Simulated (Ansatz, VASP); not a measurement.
Two plane-wave programs on La2O3

```
CELL_PARAMETERS angstrom
4.09251 0.00000 0.00000
-2.04625 3.54421 0.00000
0.00000 0.00000 6.37128
ATOMIC_POSITIONS crystal
La 0.66667 0.33333 0.74569
La 0.33333 0.66667 0.25431
O 0.66667 0.33333 0.35757
O 0.33333 0.66667 0.64243
O 0.00000 0.00000 0.00000
```

Change from the starting cell: hydrostatic strain +4.0%.

Alike in both runs: task single point; functional r2SCAN; k mesh 12 × 12 × 4; no spin polarisation.

|  | VASP | Ansatz |
| --- | --- | --- |
| version | VASP 6.6.1 | Ansatz 0.2.0 |
| potentials or method | VASP PAW PBE potentials, release 64 (La, O) | plane waves, PAW |
| plane-wave cutoff (eV) | 520 | 500 |
| occupations | gaussian, width 0.01 eV | fixed |
| valence electrons in the cell | 40 | 40 |

```csv
,VASP,Ansatz,Ansatz less VASP
gap on the k mesh at the Fermi level (eV),3.93,3.92,-0.015
pressure (GPa),-11.9,-11.5,+0.34
"traceless stress, the component that is largest in VASP (GPa)",2.23,2.18,-0.047
rms of the force components (eV/Å),0.009,0.000,-0.0091
```

VASP's potentials were made for PBE, not for r2SCAN. Atom by atom the forces differ by 0.009 eV/Å (rms over components).

Spin-orbit coupling is off throughout.
